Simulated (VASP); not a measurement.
A run of VASP 6.6.1:

INCAR

```
ALGO = Normal ; EDIFF = 1E-6
ENCUT = 520 ; GGA = PE
ISIF = 2 ; ISMEAR = 0
LASPH = T ; LCHARG = F
LREAL = F ; LWAVE = F
NBANDS = 36 ; NELM = 60
PREC = Accurate ; SIGMA = 0.1
```

KPOINTS

```
k-points
0
Gamma
  12 12 4
```

Contents of POSCAR:

```
CdSe
1.0
    4.2879230296      0.0000000000      0.0000000000
   -2.1439615148      3.7134502731      0.0000000000
    0.0000000000      0.0000000000      9.9496641508
Cd Se
3 3
Direct
    0.0000000000      0.5000000000      0.1666666667
    0.5000000000      0.5000000000      0.8333333333
    0.5000000000      0.0000000000      0.5000000000
    0.5000000000      0.5000000000      0.3333333333
    0.5000000000      0.0000000000      0.0000000000
    0.0000000000      0.5000000000      0.6666666667
```

Potentials or basis: VASP PAW PBE potentials, release 64 (Cd, Se).

The run is started by

```bash
$ cat potpaw_PBE.64/Cd/POTCAR potpaw_PBE.64/Se/POTCAR > POTCAR
$ mpirun -np 1 vasp_std > vasp.out
```

Hardware: 1 thread of Intel Xeon 8259CL, on a shared host.

Problem. Estimate the wall time of this run.

Solution. Run time: 6.4 min on 1 thread of Intel Xeon 8259CL, with other jobs on the host, peak memory 0.44 GiB. Counts: scf iterations 14, k points 57.
